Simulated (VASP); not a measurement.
CuI:

```
CELL_PARAMETERS angstrom
4.12862 0.00000 0.00000
-2.06431 3.57549 0.00000
0.00000 0.00000 7.47811
ATOMIC_POSITIONS crystal
Cu 0.66667 0.33333 0.58995
Cu 0.33333 0.66667 0.41005
I 0.33333 0.66667 0.75475
I 0.66667 0.33333 0.24525
```

Base run:

```yaml
Program: VASP 6.6.1
Functional: PBEsol
Potentials_or_basis: VASP PAW PBE potentials, release 64 (Cu, I)
Cutoff: 520 eV
k_mesh: 6 × 6 × 3
Occupations: gaussian, width 0.01 eV
Spin: no spin polarisation
```

Its results: band gap on the k mesh 1.57 eV, direct; pressure -1.6 GPa; largest force 0.215 eV/Å.

The run is repeated on the same cell with these changes: k mesh from 6 × 6 × 3 to 3 × 3 × 2. What comes out?

Band gap on the k mesh 1.57 eV, direct; pressure -0.9 GPa; largest force 0.188 eV/Å.

Caveats: some runs use coarse meshes; the PAW data sets were made with another functional, which shifts forces and pressure a little; spin-orbit coupling is left out, which moves the levels of the heavy elements; this functional lacks dispersion, which binds the layers, so the pressure and a relaxed spacing across them are unreliable.

